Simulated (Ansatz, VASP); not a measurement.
One calculation of Ge, two programs

INCAR

```
SYSTEM = Ge
PREC     = Accurate       ! precision mode
ENCUT    = 520            ! plane-wave cutoff, eV
EDIFF    = 1E-8           ! SCF threshold, eV
ISMEAR   = -1             ! smearing method
SIGMA    = 0.05           ! smearing width, eV
LREAL    = .FALSE.        ! projectors in reciprocal space
LASPH    = .TRUE.         ! aspherical terms in the spheres
NELM     = 100            ! most SCF steps
ALGO     = Normal         ! electronic algorithm
ISIF     = 2              ! what is computed and relaxed
LWAVE    = .FALSE.        ! write WAVECAR
LCHARG   = .FALSE.        ! write CHGCAR
GGA      = PS             ! functional
LEFG     = .TRUE.       
NBANDS   = 36             ! bands
```

The input KPOINTS:

```
regular mesh
0
G
  11 11 6
  0 0 0
```

POSCAR

```
Ge
1.0
    3.9435577898      0.0000000000      0.0000000000
   -1.9717788949      3.4152212273      0.0000000000
    0.0000000000      0.0000000000      6.5101862333
Ge
4
Direct
    0.6666666667      0.3333333333      0.0629012500
    0.3333333333      0.6666666667      0.5629012500
    0.6666666667      0.3333333333      0.4370987500
    0.3333333333      0.6666666667      0.9370987500
```

Input for Ansatz:

```yaml
crystal:
  lattice:
    - [3.9435577898, 0.0, 0.0]
    - [-1.9717788949, 3.4152212273, 0.0]
    - [0.0, 0.0, 6.5101862333]
  atoms:
    - { symbol: Ge, position: [0.6666666667, 0.3333333333, 0.06290125] }
    - { symbol: Ge, position: [0.3333333333, 0.6666666667, 0.56290125] }
    - { symbol: Ge, position: [0.6666666667, 0.3333333333, 0.43709875] }
    - { symbol: Ge, position: [0.3333333333, 0.6666666667, 0.93709875] }
kpoints:
  mp_grid: { grid: [11, 11, 6] }
scf:
  occupations: { method: fermi_dirac, width: 0.05 }
hamiltonian:
  xc: pbesol
  pseudopotentials: { kind: paw }
output:
  forces: true
  stress: true
  eigenvalues: true
  efg: { contact_densities: true }
```

Change from the starting cell: volume scaled by 0.96, PAW files.

Alike in both runs: task electric field gradients; functional PBEsol; k mesh 11 × 11 × 6; occupations fermi-dirac, width 0.05 eV; no spin polarisation.

|  | VASP | Ansatz |
| --- | --- | --- |
| version | VASP 6.6.1 | Ansatz 0.2.0 |
| potentials or method | VASP PAW PBE potentials, release 64 (Ge_d) | PAW with Ansatz's default frozen-core files, scalar-relativistic |
| plane-wave cutoff (eV) | 520 | 420 |
| valence electrons in the cell | 56 | 56 |

```csv
,VASP,Ansatz,Ansatz less VASP
pressure (GPa),2.9,3.0,+0.08
"traceless stress, the component that is largest in VASP (GPa)",-0.06,-0.07,-0.005
rms of the force components (eV/Å),0.008,0.008,+0.0005
size of Vzz on the site where it differs most (V/Å²),8.5,8.6,+0.11
```

VASP's potentials were made for PBE, not for PBEsol. Atom by atom the forces differ by 0.001 eV/Å (rms over components). The functional is the same, so the differences come from potentials, cutoffs and numerics.
